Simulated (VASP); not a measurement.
# Pt in VASP: notebook

The runs below take Pt through single point, with PBE.

Program: VASP 6.6.1. These are calculated values, not measurements. Logs are shortened: lines on timing, memory, paths and dates and some standing lists are left out, and cuts for length are marked.

### Step 1. The cell of the first run

The structure is cubic, space group Im-3m (No. 229). Conventional cell: a = 2.915 Å, b = 2.915 Å, c = 2.915 Å, α = 90.00°, β = 90.00°, γ = 90.00°. Pt (site symmetry m-3m) has 14 Pt at 2.52 to 2.91 Å within 3.3 Å.

This isn't the form of Pt at room conditions, which is fcc.

### Step 2. Single point, PBE (strain -0.080 along x and y, -0.080 along z)

File INCAR:

```
SYSTEM = Pt
PREC = Accurate
ENCUT = 520
EDIFF = 1E-6
ISMEAR = 0
SIGMA = 0.15
LREAL = .False.
LASPH = .True.
NELM = 80
ALGO = Normal
ISIF = 2
LWAVE = .False.
LCHARG = .False.
GGA = PE
NBANDS = 11
```

File KPOINTS:

```
Automatic mesh
0
Gamma
  22 22 22
  0 0 0
```

File POSCAR:

```
Pt
1.0
   -1.4574824000      1.4574824000      1.4574824000
    1.4574824000     -1.4574824000      1.4574824000
    1.4574824000      1.4574824000     -1.4574824000
Pt
1
Direct
    0.0000000000      0.0000000000      0.0000000000
```

Potentials or basis: VASP PAW PBE potentials, release 64 (Pt).

Started as:

```bash
$ cat potpaw_PBE.64/Pt/POTCAR > POTCAR
$ mpirun -np 1 vasp_std > vasp.out
```

OUTCAR:

```text
SYSTEM = Pt
   PREC = Accurate
   ENCUT = 520
   EDIFF = 1E-6
   ISMEAR = 0
   LREAL = .False.
   LASPH = .True.
   NELM = 80
   ISIF = 2
   GGA = PE

 ion  position               nearest neighbor table
   1  0.000  0.000  0.000-

  LATTYP: Found a body centered cubic cell.
 ALAT       =     2.9149648000

  Lattice vectors:

 A1 = (  -1.4574824000,   1.4574824000,   1.4574824000)
 A2 = (   1.4574824000,  -1.4574824000,   1.4574824000)
 A3 = (   1.4574824000,   1.4574824000,  -1.4574824000)

Analysis of symmetry for initial positions (statically):
=====================================================================
 Subroutine PRICEL returns:
 Original cell was already a primitive cell.

 Routine SETGRP: Setting up the symmetry group for a
 body centered cubic supercell.

 Subroutine GETGRP returns: Found 48 space group operations
 (whereof 48 operations were pure point group operations)
 out of a pool of 48 trial point group operations.

The static configuration has the point symmetry O_h .

Analysis of symmetry for dynamics (positions and initial velocities):
=====================================================================
 Subroutine PRICEL returns:
 Original cell was already a primitive cell.

 Routine SETGRP: Setting up the symmetry group for a
 body centered cubic supercell.

 Subroutine GETGRP returns: Found 48 space group operations
 (whereof 48 operations were pure point group operations)
 out of a pool of 48 trial point group operations.

The dynamic configuration has the point symmetry O_h .

 Subroutine INISYM returns: Found 48 space group operations
 (whereof 48 operations are pure point group operations),
 and found     1 'primitive' translations

----------------------------------------------------------------------------------------

                                     Primitive cell

  volume of cell :      12.3843

  direct lattice vectors                    reciprocal lattice vectors
    -1.457482400  1.457482400  1.457482400     0.000000000  0.343057316  0.343057316
     1.457482400 -1.457482400  1.457482400     0.343057316  0.000000000  0.343057316
     1.457482400  1.457482400 -1.457482400     0.343057316  0.343057316  0.000000000

  length of vectors
     2.524433568  2.524433568  2.524433568     0.485156309  0.485156309  0.485156309

  position of ions in fractional coordinates (direct lattice)
     0.000000000  0.000000000  0.000000000

  ion indices of the primitive-cell ions
   primitive index   ion index
                 1           1

----------------------------------------------------------------------------------------

 KPOINTS: Automatic mesh

Automatic generation of k-mesh.
 Grid dimensions read from file:
 generate k-points for:   22   22   22

 Generating k-lattice:

  Cartesian coordinates                     Fractional coordinates (reciprocal lattice)
     0.000000000  0.015593514  0.015593514     0.045454545  0.000000000  0.000000000
     0.015593514  0.000000000  0.015593514     0.000000000  0.045454545  0.000000000
     0.015593514  0.015593514  0.000000000     0.000000000  0.000000000  0.045454545

  Length of vectors
     0.022052559  0.022052559  0.022052559

  Shift w.r.t. Gamma in fractional coordinates (k-lattice)
     0.000000000  0.000000000  0.000000000

 Subroutine IBZKPT returns following result:
 ===========================================

 Found    328 irreducible k-points:

 Following reciprocal coordinates:
            Coordinates               Weight
  0.000000  0.000000  0.000000      1.000000
  0.045455  0.000000  0.000000     12.000000
  0.090909  0.000000  0.000000     12.000000
  0.136364  0.000000  0.000000     12.000000
  0.181818  0.000000  0.000000     12.000000
  0.227273  0.000000  0.000000     12.000000
[... 16 lines left out ...]
  0.090909  0.090909  0.000000     24.000000
  0.136364  0.090909  0.000000     48.000000
 [... further k-points ...]
   k-points           NKPTS =    328   k-points in BZ     NKDIM =    328   number of bands    NBANDS=     11
   number of dos      NEDOS =    301   number of ions     NIONS =      1
   total plane-waves  NPLWV =   8000
   dimension x,y,z NGX =    20 NGY =   20 NGZ =   20
   dimension x,y,z NGXF=    40 NGYF=   40 NGZF=   40
   ions per type =               1
   NGX,Y,Z   is equivalent  to a cutoff of  13.17, 13.17, 13.17 a.u.
   NGXF,Y,Z  is equivalent  to a cutoff of  26.34, 26.34, 26.34 a.u.
 SYSTEM =  Pt
   PREC   = accura    normal or accurate (medium, high low for compatibility)
   ISTART =      0    job   : 0-new  1-cont  2-samecut
   ICHARG =      2    charge: 1-file 2-atom 10-const
   ISPIN  =      1    spin polarized calculation?
   LNONCOLLINEAR =      F non collinear calculations
   LSORBIT =      F    spin-orbit coupling
   LASPH  =      T    aspherical Exc in radial PAW
   ENCUT  =  520.0 eV  38.22 Ry    6.18 a.u.   4.69  4.69  4.69*2*pi/ulx,y,z
   NELM   =     80;   NELMIN=  2; NELMDL= -5     # of ELM steps
   EDIFF  = 0.1E-05   stopping-criterion for ELM
   LREAL  =      F    real-space projection
   EDIFFG = 0.1E-04   stopping-criterion for IOM
   NSW    =      0    number of steps for IOM
   IBRION =     -1    ionic relax: 0-MD 1-quasi-New 2-CG
   NFREE  =      0    steps in history (QN), initial steepest desc. (CG)
   ISIF   =      2    stress and relaxation
   ISYM   =      2    0-nonsym 1-usesym 2-fastsym
   POTIM  = 0.5000    time-step for ionic-motion
   TEBEG  =    0.0;   TEEND  =   0.0 temperature during run
   PSTRESS=    0.0 pullay stress
   NELECT =      10.0000    total number of electrons
   NUPDOWN=      -1.0000    fix difference up-down
   EMIN   =  10.00;   EMAX   =-10.00  energy-range for DOS
   EFERMI =   0.00;   METHOD = LEGACY
   ISMEAR =     0;   SIGMA  =   0.15  broadening in eV -4-tet -1-fermi 0-gaus
   EFERMI_NEDOS =   21; number of points for ismear=-14 and -15
   IALGO  =     38    algorithm
   IMIX   =      4    mixing-type and parameters
     AMIX     =   0.40;   BMIX     =  1.00
     AMIX_MAG =   1.60;   BMIX_MAG =  1.00
  volume/ion in A,a.u.               =      12.38        83.57
  Fermi-wavevector in a.u.,A,eV,Ry     =   1.524468  2.880826 31.619957  2.324001
  Thomas-Fermi vector in A             =   2.632770
   LORBIT       =      0    0 simple, 1 ext, 2 COOP (PROOUT), +10 PAW based schemes
   GGA     = PE    functional components
   LHFCALC =     F    Hartree Fock is set to
   AEXX    =    0.0000 exact exchange contribution
   IVDW    =     0    specifies the selected vdW correction
   LEPSILON=     F    determine dielectric tensor
   LRPA    =     F    only Hartree local field effects (RPA)
 non-spin polarized calculation
 Gauss-broadening in eV      SIGMA  =   0.15
  energy-cutoff  :      520.00
  volume of cell :       12.38
 maximum number of plane-waves:       370
   NGX =  9   NGY =  9   NGZ =  9

 number of electron      10.0000001 magnetization

 Free energy of the ion-electron system (eV)
  ---------------------------------------------------
  ext. energy  EPLUGINS =         0.00000000
  ---------------------------------------------------
  free energy    TOTEN  =        -5.07604888 eV

  energy without entropy =       -5.06723625  energy(sigma->0) =       -5.07164256

 E-fermi :  15.1069     XC(G=0): -14.6892

 val. band max:       15.0860823548   @ k =  -0.3636   0.3636   0.0909
 cond. band min:      15.1105434328   @ k =  -0.3636   0.5000   0.1364
 fundamental gap:      0.0244610779
 Fermi energy:        15.1068886429

 k-point     1 :       0.0000    0.0000    0.0000
  band No.  band energies     occupation
      1       2.8767      2.00000
      2      10.1045      2.00000
      3      10.1045      2.00000
      4      10.1045      2.00000
      5      13.6289      2.00000
      6      13.6289      2.00000
      7      31.8540      0.00000
      8      31.8540      0.00000
      9      31.8540      0.00000
     10      45.3723      0.00000
     11      45.3723      0.00000

 k-point     2 :       0.0455    0.0000    0.0000
  band No.  band energies     occupation
      1       2.9854      2.00000
      2      10.0532      2.00000
      3      10.1023      2.00000
      4      10.2006      2.00000
      5      13.5540      2.00000
      6      13.6314      2.00000
      7      31.9281      0.00000
      8      32.0265      0.00000
      9      32.0374      0.00000
     10      43.9992      0.00000
     11      44.7592      0.00000

 k-point     3 :       0.0909    0.0000    0.0000
  band No.  band energies     occupation
      1       3.3035      2.00000
      2       9.9062      2.00000
      3      10.0897      2.00000
      4      10.4862      2.00000
      5      13.3644      2.00000
      6      13.6408      2.00000
      7      32.1162      0.00000
      8      32.5187      0.00000
      9      32.5356      0.00000
     10      42.1850      0.00000
     11      43.4337      0.00000

 k-point     4 :       0.1364    0.0000    0.0000
  band No.  band energies     occupation
      1       3.8051      2.00000
      2       9.6825      2.00000
      3      10.0554      2.00000
      4      10.9536      2.00000
      5      13.1475      2.00000
      6      13.6615      2.00000
      7      32.3022      0.00000
      8      33.0720      0.00000
      9      33.3586      0.00000
     10      40.6992      0.00000
     11      41.9549      0.00000
[... 239 lines left out ...]
 k-point    22 :       0.4545    0.0455    0.0000
  band No.  band energies     occupation
      1       5.9410      2.00000
      2       8.0464      2.00000
      3      13.3755      2.00000
      4      13.6995      2.00000
      5      14.8257      1.99197
      6      17.1292      0.00000
      7      23.9823      0.00000
      8      28.2964      0.00000
      9      33.0802      0.00000
     10      40.3288      0.00000
     11      43.8665      0.00000

 k-point    23 :       0.0909    0.0909    0.0000
  band No.  band energies     occupation
      1       4.0971      2.00000
      2       9.6783      2.00000
      3       9.8363      2.00000
      4      11.3133      2.00000
      5      12.9837      2.00000
      6      13.7408      2.00000
      7      32.6046      0.00000
      8      33.2655      0.00000
      9      33.5301      0.00000
     10      39.6134      0.00000
     11      42.9539      0.00000

 k-point    24 :       0.1364    0.0909    0.0000
  band No.  band energies     occupation
      1       4.7168      2.00000
      2       9.4442      2.00000
      3       9.7159      2.00000
      4      12.0010      2.00000
      5      12.8212      2.00000
      6      13.8290      2.00000
      7      32.6882      0.00000
      8      33.2236      0.00000
      9      34.2530      0.00000
     10      39.0524      0.00000
     11      41.1503      0.00000

 [... further k-points ...]

------------------------ aborting loop because EDIFF is reached ----------------------------------------

  FORCE on cell =-STRESS in cart. coord.  units (eV):
  Direction    XX          YY          ZZ          XY          YZ          ZX
  --------------------------------------------------------------------------------------
  -------------------------------------------------------------------------------------
  Total        8.6628483      8.6628483      8.6628483      0.0000000      0.0000000     -0.0000000
  in kB     1120.7308913   1120.7308913   1120.7308913      0.0000000      0.0000000     -0.0000000
  external PRESSURE =    1120.7308913 kB  Pullay stress =       0.0000000 kB

 VOLUME and BASIS-vectors are now :
 -----------------------------------------------------------------------------
  energy-cutoff  :      520.00
  volume of cell :       12.38
      direct lattice vectors                 reciprocal lattice vectors
    -1.457482400  1.457482400  1.457482400     0.000000000  0.343057316  0.343057316
     1.457482400 -1.457482400  1.457482400     0.343057316  0.000000000  0.343057316
     1.457482400  1.457482400 -1.457482400     0.343057316  0.343057316  0.000000000

 POSITION                                       TOTAL-FORCE (eV/Angst)
 -----------------------------------------------------------------------------------
      0.00000      0.00000      0.00000        -0.000000      0.000000     -0.000000
 -----------------------------------------------------------------------------------
    total drift:                                0.000000      0.000000      0.000000

  FREE ENERGIE OF THE ION-ELECTRON SYSTEM (eV)
  ---------------------------------------------------
  free  energy   TOTEN  =        -5.0760488790 eV

  energy  without entropy=       -5.0672362510  energy(sigma->0) =       -5.07164256
```

Wall time 51 s (1 thread of Intel Xeon 8259CL, shared host); peak memory 0.17 GiB.

What came out:

- Free energy: -5.0760 eV
- Pressure: 112.1 GPa
- Band gap on the k mesh: zero (bands 5 and 6 overlap by 3.38 eV)

Caveat: the cell differs from its parent crystal (strain -0.080 along x and y, -0.080 along z); the cell stands under pressure; spin-orbit coupling is left out, which moves the levels of the heavy elements.

### Step 3. Single point, PBE (strain -0.040 along x and y, -0.040 along z)

INCAR: that of step 2 with these lines changed.

```diff
@@ -8,3 +8,3 @@
 LASPH = .True.
-NELM = 80
+NELM = 100
 ALGO = Normal
```

File KPOINTS:

```
regular mesh
0
Gamma
  22 22 22
  0 0 0
```

File POSCAR:

```
Pt
1.0
   -1.5208512000      1.5208512000      1.5208512000
    1.5208512000     -1.5208512000      1.5208512000
    1.5208512000      1.5208512000     -1.5208512000
Pt
1
Direct
    0.0000000000      0.0000000000      0.0000000000
```

Potentials or basis: VASP PAW PBE potentials, release 64 (Pt).

Started as:

```bash
$ cat potpaw_PBE.64/Pt/POTCAR > POTCAR
$ mpirun -np 1 vasp_std > vasp.out
```

Run time: 60 s. Hardware: 1 thread of Intel Xeon 8259CL, shared host; peak memory 0.16 GiB.

It converged, with:

```yaml
Free_energy: -5.8232 eV
Pressure: 38.0 GPa
Band_gap_on_the_k_mesh: zero (bands 5 and 6 overlap by 2.66 eV)
```

Levels at points of the mesh, in eV from the Fermi level:
```
           k point  band 3  band 4  band 5  band 6  band 7  band 8
(0.00, 0.00, 0.00)   -4.12   -4.12   -1.18   -1.18   17.04   17.04
(0.50, 0.00, 0.00)   -1.36   -0.75   -0.07    1.36    7.40   13.26
(0.50, 0.50, 0.50)    0.71    0.71    0.71    7.98    7.98    7.98
```

Caveat: the cell differs from its parent crystal (strain -0.040 along x and y, -0.040 along z); the cell stands under pressure; spin-orbit coupling is left out, which moves the levels of the heavy elements.

(Continued in part 2 of 3.)
